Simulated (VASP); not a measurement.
# Te2Mo in VASP: further runs

The runs below take Te2Mo through single point, with PBE+D3(BJ).

Everything below comes from runs of VASP 6.6.1. Logs are shortened: lines on timing, memory, paths and dates and some standing lists are left out, and cuts for length are marked.

## (1) The cell of the first run

The cell holds a slab with vacuum, 3 atoms: a = 3.784 Å, b = 3.784 Å, c = 33.270 Å, α = 90.00°, β = 90.00°, γ = 120.00°.

## (2) Single point, PBE+D3(BJ)

File INCAR:

```
SYSTEM = Te2Mo
PREC = Accurate
ENCUT = 520
EDIFF = 1E-7
ISMEAR = 0
SIGMA = 0.02
LREAL = .FALSE.
LASPH = .TRUE.
NELM = 80
ALGO = Normal
ISIF = 2
LWAVE = .FALSE.
LCHARG = .FALSE.
LDIPOL = .TRUE.
IDIPOL = 3
DIPOL = 0.5 0.5 0.500
GGA = PE
IVDW = 12
NBANDS = 20
```

File KPOINTS:

```
regular mesh
0
G
  9 9 1
  0 0 0
```

File POSCAR:

```
Te2Mo
1.0
    3.7840000000      0.0000000000      0.0000000000
   -1.8920000000      3.2770401279      0.0000000000
    0.0000000000      0.0000000000     33.2698832047
Te Mo
2 1
Direct
    0.3333333333      0.6666666667      0.4510668556
    0.3333333333      0.6666666667      0.5489331444
    0.6666666667      0.3333333333      0.5000000000
```

Potentials or basis: VASP PAW PBE potentials, release 64 (Te, Mo_sv).

The run is started by

```console
$ cat potpaw_PBE.64/Te/POTCAR potpaw_PBE.64/Mo_sv/POTCAR > POTCAR
$ mpirun -np 1 vasp_std > vasp.out
```

OUTCAR:

```text
SYSTEM = Te2Mo
   PREC = Accurate
   ENCUT = 520
   EDIFF = 1E-7
   ISMEAR = 0
   LREAL = .FALSE.
   LASPH = .TRUE.
   NELM = 80
   ISIF = 2
   GGA = PE
   IVDW = 12
 IVDW          = 12

 ion  position               nearest neighbor table
   1  0.333  0.667  0.451-   3 2.72   3 2.72   3 2.72   2 3.26
   2  0.333  0.667  0.549-   3 2.72   3 2.72   3 2.72   1 3.26
   3  0.667  0.333  0.500-   1 2.72   2 2.72   1 2.72   2 2.72   1 2.72   2 2.72

  LATTYP: Found a hexagonal cell.
 ALAT       =     3.7840000000
 C/A-ratio  =     8.7922524325

  Lattice vectors:

 A1 = (   3.7840000000,   0.0000000000,   0.0000000000)
 A2 = (  -1.8920000000,   3.2770401279,   0.0000000000)
 A3 = (   0.0000000000,   0.0000000000,  33.2698832047)

Analysis of symmetry for initial positions (statically):
=====================================================================
 Subroutine PRICEL returns:
 Original cell was already a primitive cell.

 Routine SETGRP: Setting up the symmetry group for a
 hexagonal supercell.

 Subroutine GETGRP returns: Found 12 space group operations
 (whereof 12 operations were pure point group operations)
 out of a pool of 24 trial point group operations.

The static configuration has the point symmetry D_3h.

Analysis of symmetry for dynamics (positions and initial velocities):
=====================================================================
 Subroutine PRICEL returns:
 Original cell was already a primitive cell.

 Routine SETGRP: Setting up the symmetry group for a
 hexagonal supercell.

 Subroutine GETGRP returns: Found 12 space group operations
 (whereof 12 operations were pure point group operations)
 out of a pool of 24 trial point group operations.

The dynamic configuration has the point symmetry D_3h.

 Subroutine INISYM returns: Found 12 space group operations
 (whereof 12 operations are pure point group operations),
 and found     1 'primitive' translations

----------------------------------------------------------------------------------------

                                     Primitive cell

  volume of cell :     412.5572

  direct lattice vectors                    reciprocal lattice vectors
     3.784000000  0.000000000  0.000000000     0.264270613  0.152576710  0.000000000
    -1.892000000  3.277040128  0.000000000     0.000000000  0.305153419  0.000000000
     0.000000000  0.000000000 33.269883205     0.000000000  0.000000000  0.030057214

  length of vectors
     3.784000000  3.784000000 33.269883205     0.305153419  0.305153419  0.030057214

  position of ions in fractional coordinates (direct lattice)
     0.333333333  0.666666667  0.451066856
     0.333333333  0.666666667  0.548933144
     0.666666667  0.333333333  0.500000000

  ion indices of the primitive-cell ions
   primitive index   ion index
                 1           1
                 2           2
                 3           3

----------------------------------------------------------------------------------------

 KPOINTS: regular mesh

Automatic generation of k-mesh.
 Grid dimensions read from file:
 generate k-points for:    9    9    1

 Generating k-lattice:

  Cartesian coordinates                     Fractional coordinates (reciprocal lattice)
     0.029363401  0.016952968  0.000000000     0.111111111  0.000000000  0.000000000
     0.000000000  0.033905935  0.000000000     0.000000000  0.111111111  0.000000000
     0.000000000  0.000000000  0.030057214     0.000000000  0.000000000  1.000000000

  Length of vectors
     0.033905935  0.033905935  0.030057214

  Shift w.r.t. Gamma in fractional coordinates (k-lattice)
     0.000000000  0.000000000  0.000000000

 Subroutine IBZKPT returns following result:
 ===========================================

 Found     12 irreducible k-points:

 Following reciprocal coordinates:
            Coordinates               Weight
  0.000000  0.000000  0.000000      1.000000
  0.111111 -0.000000  0.000000      6.000000
  0.222222  0.000000  0.000000      6.000000
  0.333333  0.000000  0.000000      6.000000
  0.444444  0.000000  0.000000      6.000000
  0.111111  0.111111  0.000000      6.000000
  0.222222  0.111111  0.000000     12.000000
  0.333333  0.111111  0.000000     12.000000
  0.444444  0.111111  0.000000      6.000000
  0.222222  0.222222  0.000000      6.000000
  0.333333  0.222222  0.000000     12.000000
  0.333333  0.333333  0.000000      2.000000
   k-points           NKPTS =     12   k-points in BZ     NKDIM =     12   number of bands    NBANDS=     20
   number of dos      NEDOS =    301   number of ions     NIONS =      3
   total plane-waves  NPLWV = 196000
   dimension x,y,z NGX =    28 NGY =   28 NGZ =  250
   dimension x,y,z NGXF=    56 NGYF=   56 NGZF=  500
   ions per type =               2   1
   NGX,Y,Z   is equivalent  to a cutoff of  12.30, 12.30, 12.49 a.u.
   NGXF,Y,Z  is equivalent  to a cutoff of  24.60, 24.60, 24.98 a.u.
 SYSTEM =  Te2Mo
   PREC   = accura    normal or accurate (medium, high low for compatibility)
   ISTART =      0    job   : 0-new  1-cont  2-samecut
   ICHARG =      2    charge: 1-file 2-atom 10-const
   ISPIN  =      1    spin polarized calculation?
   LNONCOLLINEAR =      F non collinear calculations
   LSORBIT =      F    spin-orbit coupling
   LASPH  =      T    aspherical Exc in radial PAW
   ENCUT  =  520.0 eV  38.22 Ry    6.18 a.u.   7.04  7.04 61.86*2*pi/ulx,y,z
   NELM   =     80;   NELMIN=  2; NELMDL= -5     # of ELM steps
   EDIFF  = 0.1E-06   stopping-criterion for ELM
   LREAL  =      F    real-space projection
   EDIFFG = 0.1E-05   stopping-criterion for IOM
   NSW    =      0    number of steps for IOM
   IBRION =     -1    ionic relax: 0-MD 1-quasi-New 2-CG
   NFREE  =      0    steps in history (QN), initial steepest desc. (CG)
   ISIF   =      2    stress and relaxation
   ISYM   =      2    0-nonsym 1-usesym 2-fastsym
   POTIM  = 0.5000    time-step for ionic-motion
   TEBEG  =    0.0;   TEEND  =   0.0 temperature during run
   PSTRESS=    0.0 pullay stress
   NELECT =      26.0000    total number of electrons
   NUPDOWN=      -1.0000    fix difference up-down
   EMIN   =  10.00;   EMAX   =-10.00  energy-range for DOS
   EFERMI =   0.00;   METHOD = LEGACY
   ISMEAR =     0;   SIGMA  =   0.02  broadening in eV -4-tet -1-fermi 0-gaus
   EFERMI_NEDOS =   21; number of points for ismear=-14 and -15
   IALGO  =     38    algorithm
   IMIX   =      4    mixing-type and parameters
     AMIX     =   0.40;   BMIX     =  1.00
     AMIX_MAG =   1.60;   BMIX_MAG =  1.00
  volume/ion in A,a.u.               =     137.52       928.02
  Fermi-wavevector in a.u.,A,eV,Ry     =   0.651485  1.231129  5.774761  0.424433
  Thomas-Fermi vector in A             =   1.721100
   LORBIT       =      0    0 simple, 1 ext, 2 COOP (PROOUT), +10 PAW based schemes
   GGA     = PE    functional components
   LHFCALC =     F    Hartree Fock is set to
   AEXX    =    0.0000 exact exchange contribution
   IVDW    =    12    specifies the selected vdW correction
   LEPSILON=     F    determine dielectric tensor
   LRPA    =     F    only Hartree local field effects (RPA)
 non-spin polarized calculation
 Gauss-broadening in eV      SIGMA  =   0.02
  energy-cutoff  :      520.00
  volume of cell :      412.56
 maximum number of plane-waves:     11147
   NGX = 15   NGY = 15   NGZ =123

 dipolmoment           0.000000      0.000000      0.000000 electrons x Angstroem

 number of electron      26.0000002 magnetization

 dipolmoment           0.000000      0.000000     -0.000000 electrons x Angstroem

 Free energy of the ion-electron system (eV)
  ---------------------------------------------------
  ext. energy  EPLUGINS =         0.00000000
  ---------------------------------------------------
  free energy    TOTEN  =       -17.60786029 eV

  energy without entropy =      -17.60766060  energy(sigma->0) =      -17.60776044

 E-fermi :  -2.5169     XC(G=0):  -2.3210

 val. band max:       -2.5301742236   @ k =   0.0000   0.0000   0.0000
 cond. band min:      -2.4976038953   @ k =   0.3333   0.3333   0.0000
 fundamental gap:      0.0325703283
 Fermi energy:        -2.5168621055

 k-point     1 :       0.0000    0.0000    0.0000
  band No.  band energies     occupation
      1     -63.5765      2.00000
      2     -37.7115      2.00000
      3     -37.7115      2.00000
      4     -37.6055      2.00000
      5     -15.1344      2.00000
      6     -13.6698      2.00000
[... 12 lines left out ...]
     19       2.0538      0.00000
     20       2.1717      0.00000

 k-point     2 :       0.1111   -0.0000    0.0000
  band No.  band energies     occupation
      1     -63.5761      2.00000
      2     -37.7191      2.00000
      3     -37.7132      2.00000
      4     -37.6038      2.00000
      5     -15.0076      2.00000
      6     -13.5981      2.00000
[... 12 lines left out ...]
     19       2.2307      0.00000
     20       2.5974      0.00000

 k-point     3 :       0.2222    0.0000    0.0000
  band No.  band energies     occupation
      1     -63.5750      2.00000
      2     -37.7383      2.00000
      3     -37.7175      2.00000
      4     -37.5993      2.00000
      5     -14.6602      2.00000
      6     -13.4026      2.00000
[... 12 lines left out ...]
     19       2.7246      0.00000
     20       3.1262      0.00000

 k-point     4 :       0.3333    0.0000    0.0000
  band No.  band energies     occupation
      1     -63.5737      2.00000
      2     -37.7601      2.00000
      3     -37.7224      2.00000
      4     -37.5942      2.00000
      5     -14.2032      2.00000
      6     -13.1499      2.00000
[... 153 lines left out ...]
 k-point    11 :       0.3333    0.2222    0.0000
  band No.  band energies     occupation
      1     -63.5725      2.00000
      2     -37.7674      2.00000
      3     -37.7402      2.00000
      4     -37.5895      2.00000
      5     -13.7104      2.00000
      6     -12.8702      2.00000
[... 12 lines left out ...]
     19       3.5003      0.00000
     20       4.4053      0.00000

 k-point    12 :       0.3333    0.3333    0.0000
  band No.  band energies     occupation
      1     -63.5723      2.00000
      2     -37.7634      2.00000
      3     -37.7488      2.00000
      4     -37.5886      2.00000
      5     -13.6147      2.00000
      6     -12.8124      2.00000
[... 12 lines left out ...]
     19       2.8888      0.00000
     20       4.8068      0.00000

------------------------ aborting loop because EDIFF is reached ----------------------------------------

 vacuum level on the upper side and lower side of the slab       (xc-potential included)        -0.065        -0.065

 Edisp (eV)   -1.07262

 E8    (eV) :    -0.5255

  FORCE on cell =-STRESS in cart. coord.  units (eV):
  Direction    XX          YY          ZZ          XY          YZ          ZX
  --------------------------------------------------------------------------------------
  -------------------------------------------------------------------------------------
  Total      -2.89133    -2.89133     4.84524    -0.00000    -0.00000    -0.00000
  in kB     -11.22854   -11.22854    18.81664    -0.00000    -0.00000    -0.00000
  external pressure =       -1.21 kB  Pullay stress =        0.00 kB

 VOLUME and BASIS-vectors are now :
 -----------------------------------------------------------------------------
  energy-cutoff  :      520.00
  volume of cell :      412.56
      direct lattice vectors                 reciprocal lattice vectors
     3.784000000  0.000000000  0.000000000     0.264270613  0.152576710  0.000000000
    -1.892000000  3.277040128  0.000000000     0.000000000  0.305153419  0.000000000
     0.000000000  0.000000000 33.269883205     0.000000000  0.000000000  0.030057214

 POSITION                                       TOTAL-FORCE (eV/Angst)
 -----------------------------------------------------------------------------------
     -0.00000      2.18469     15.00694         0.000000      0.000000     -1.491489
     -0.00000      2.18469     18.26294         0.000000     -0.000000      1.491489
      1.89200      1.09235     16.63494        -0.000000     -0.000000      0.000000
 -----------------------------------------------------------------------------------
    total drift:                               -0.000000      0.000000     -0.000000

  FREE ENERGIE OF THE ION-ELECTRON SYSTEM (eV)
  ---------------------------------------------------
  free  energy   TOTEN  =       -18.6804770560 eV

  energy  without entropy=      -18.6802773734  energy(sigma->0) =      -18.68037721

 vacuum level on the upper side and lower side of the slab         2.340         2.340
```

Run time: 87 s. Hardware: 1 thread of Intel Xeon 6975P-C (Granite Rapids), shared host; peak memory 0.5 GiB.

Results:

- Free energy: -18.6805 eV
- Largest force: 1.491 eV/Å
- Band gap on the k mesh: 0.03 eV, indirect (least direct gap 0.61 eV)
- Dispersion energy per atom: -0.358 eV

Forces on the atoms (eV/Å):
```
Te   0.000  0.000 -1.491
Te   0.000  0.000  1.491
Mo   0.000  0.000  0.000
```

Levels at points of the mesh, in eV from the valence-band top:
| k point | band 9 | band 10 | band 11 | band 12 | band 13 | band 14 | band 15 | band 16 | band 17 | band 18 |
| --- | --- | --- | --- | --- | --- | --- | --- | --- | --- | --- |
| (0.00, 0.00, 0.00) | -2.68 | -1.64 | -1.64 | -0.89 | 0.00 | 2.33 | 2.33 | 2.75 | 2.75 | 4.13 |

Caveat: spin-orbit coupling is left out, which moves the levels of the heavy elements.

## (3) Single point, PBE+D3(BJ)

File INCAR:

```
ALGO     = Normal         # electronic algorithm
DIPOL    = 0.5 0.5 0.500
EDIFF    = 1E-6           # SCF threshold, eV
ENCUT    = 520            # plane-wave cutoff, eV
GGA      = PE             # functional
IDIPOL   = 3            
ISIF     = 2              # what is computed and relaxed
ISMEAR   = 0              # smearing method
IVDW     = 12             # dispersion correction
LASPH    = True           # aspherical terms in the spheres
LCHARG   = False          # write CHGCAR
LDIPOL   = True         
LREAL    = False          # projectors in reciprocal space
LWAVE    = False          # write WAVECAR
NBANDS   = 20             # bands
NELM     = 80             # most SCF steps
PREC     = Accurate       # precision mode
SIGMA    = 0.02           # smearing width, eV
```

File KPOINTS:

```
k-points
0
Gamma
  9 9 1
```

File POSCAR:

```
Te2Mo
1.0
    3.7840000000      0.0000000000      0.0000000000
   -1.8920000000      3.2770401279      0.0000000000
    0.0000000000      0.0000000000     33.2698832047
Te Mo
2 1
Direct
    0.3333333333      0.6666666667      0.4472796466
    0.3333333333      0.6666666667      0.5527203534
    0.6666666667      0.3333333333      0.5000000000
```

Potentials or basis: VASP PAW PBE potentials, release 64 (Te, Mo_sv).

The run is started by

```console
$ cat potpaw_PBE.64/Te/POTCAR potpaw_PBE.64/Mo_sv/POTCAR > POTCAR
$ mpirun -np 1 vasp_std > vasp.out
```

Run time: 85 s. Hardware: 1 thread of Intel Xeon 6975P-C (Granite Rapids), shared host; peak memory 0.5 GiB.

It converged, with:

```yaml
Free_energy: -18.9542 eV
Largest_force: 0.351 eV/Å
Band_gap_on_the_k_mesh: 0.59 eV, indirect (least direct gap 0.70 eV)
Dispersion_energy_per_atom: -0.398 eV
```

Forces on the atoms (eV/Å):
```
Te   0.000  0.000  0.351
Te   0.000  0.000 -0.351
Mo   0.000  0.000  0.000
```

Levels at points of the mesh, in eV from the valence-band top:
```tsv
k point	band 10	band 11	band 12	band 13	band 14	band 15	band 16	band 17
(0.00, 0.00, 0.00)	-1.10	-1.10	-1.04	0.00	2.46	2.46	2.73	2.73
```

Caveat: spin-orbit coupling is left out, which moves the levels of the heavy elements.
